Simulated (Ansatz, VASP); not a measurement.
# One calculation of AgRh4, two programs

```
Ag Rh
1.0
     4.50814    0.00000    0.00000
     0.00000    4.50814    0.00000
     0.00000    0.00000    4.50814
Ag Rh
1 4
Direct
  0.00000 0.00000 0.00000
  0.24378 0.75622 0.75622
  0.75622 0.24378 0.75622
  0.75622 0.75622 0.24378
  0.24378 0.24378 0.24378
```

Change from the starting cell: species swapped into the SnI4 type (P-43m, No. 215).

Alike in both runs: task relaxation of cell and atoms; functional PBE; k mesh 4 × 4 × 4; occupations gaussian, width 0.1 eV; no spin polarisation.

```csv
,VASP,Ansatz
version,VASP 6.6.1,Ansatz 0.2.0
potentials or method,"VASP PAW PBE potentials, release 64 (Ag, Rh_pv), cutoff 600 eV","scalar-relativistic, plane waves, PAW"
valence electrons in the cell,71,87
```

Ansatz gave:

- gap on the k mesh at the Fermi level, each at its own relaxed structure (eV): none
- relaxed volume (Å³/atom): 18.86
- relaxed cell length with the largest relative difference (Å): 4.552

Task: What did VASP give for the same quantities?

Result: gap on the k mesh at the Fermi level, each at its own relaxed structure (eV): none; relaxed volume (Å³/atom): 18.84; relaxed cell length with the largest relative difference (Å): 4.550.

A gap of «none» marks a metal or a gap that the smearing closes. VASP's potentials hold 71 valence electrons a cell and Ansatz's 87, so a difference there can come from the potentials and not from the codes.
